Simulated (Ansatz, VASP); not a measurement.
# CdTe: VASP beside Ansatz

Contents of POSCAR:

```
CdTe
1.0
    3.3106525556      3.3106525556      0.0000000000
   -3.3106525556      3.3106525556      0.0000000000
    0.0000000000      3.3106525556      3.2393707213
Cd Te
1 1
Direct
    0.0000000000      0.0000000000      0.0000000000
    0.7500000000      0.2500000000      0.5000000000
```

The input INCAR.step1:

```
PREC     = Accurate       # precision mode
ENCUT    = 550            # plane-wave cutoff, eV
ISMEAR   = 0              # smearing method
SIGMA    = 0.01           # smearing width, eV
LREAL    = F              # projectors in reciprocal space
LASPH    = T              # aspherical terms in the spheres
NELM     = 120            # most SCF steps
NBANDS   = 16             # bands
GGA      = PE             # functional
ALGO     = Normal         # electronic algorithm
EDIFF    = 1E-5           # SCF threshold, eV
LWAVE    = T              # write WAVECAR
LCHARG   = F              # write CHGCAR
GGA_COMPAT= F
```

File INCAR.step2:

```
PREC     = Accurate       # precision mode
ENCUT    = 550            # plane-wave cutoff, eV
EDIFF    = 1E-6           # SCF threshold, eV
ISMEAR   = 0              # smearing method
SIGMA    = 0.01           # smearing width, eV
LREAL    = F              # projectors in reciprocal space
LASPH    = T              # aspherical terms in the spheres
NELM     = 120            # most SCF steps
ALGO     = Normal         # electronic algorithm
ISIF     = 2              # what is computed and relaxed
LWAVE    = F              # write WAVECAR
LCHARG   = F              # write CHGCAR
METAGGA  = R2SCAN         # meta-GGA
LMIXTAU  = T            
NBANDS   = 16             # bands
ISTART   = 1            
GGA_COMPAT= F
```

KPOINTS

```
Automatic mesh
0
Gamma
  6 6 6
```

Input for Ansatz:

```yaml
crystal:
  lattice:
    - [3.31065255563, 3.31065255563, 0.0]
    - [-3.31065255563, 3.31065255563, 0.0]
    - [0.0, 3.31065255563, 3.23937072132]
  atoms:
    - { symbol: Cd, position: [0.0, 0.0, 0.0] }
    - { symbol: Te, position: [0.75, 0.25, 0.5] }
kpoints:
  mp_grid: { grid: [6, 6, 6] }
scf:
  occupations: { method: fixed }
  convergence: { dr2_threshold: 1.0e-10 }
hamiltonian:
  xc: r2scan
  pseudopotentials: { kind: paw }
output:
  forces: true
  stress: true
  eigenstates:
    kpoints:
      - [0.0, 0.0, 0.0]
      - [-0.5, -0.5, -0.5]
      - [-0.5, 0.5, 0.0]
      - [0.0, 0.0, -0.5]
      - [0.0, -0.5, -0.5]
      - [0.0, 0.5, 0.0]
      - [-0.5, 0.0, 0.0]
      - [-0.5, 0.0, -0.5]
  eigenvalues: true
```

Change from the starting cell: film at in-plane strain +0.01.

Alike in both runs: task single point; functional r2SCAN; k mesh 6 × 6 × 6; no spin polarisation.

```csv
,VASP,Ansatz
version,VASP 6.6.1,Ansatz 0.2.0
potentials or method,"VASP PAW PBE potentials, release 64 (Cd, Te)","PAW with Ansatz's default frozen-core files, scalar-relativistic"
plane-wave cutoff (eV),550,500
occupations,"gaussian, width 0.01 eV",fixed
valence electrons in the cell,18,36
```

VASP gave:

```
gap on the k mesh at the Fermi level (eV)                     : 1.09
pressure (GPa)                                                : -0.2
traceless stress, the component that is largest in VASP (GPa) : 0.24
```

Task: Estimate Ansatz's values.

Result: gap on the k mesh at the Fermi level (eV): 1.09; pressure (GPa): -0.3; traceless stress, the component that is largest in VASP (GPa): 0.24.

VASP's potentials were made for PBE, not for r2SCAN. VASP's potentials hold 18 valence electrons a cell and Ansatz's 36, so a difference there can come from the potentials and not from the codes.

Spin-orbit coupling is off throughout.
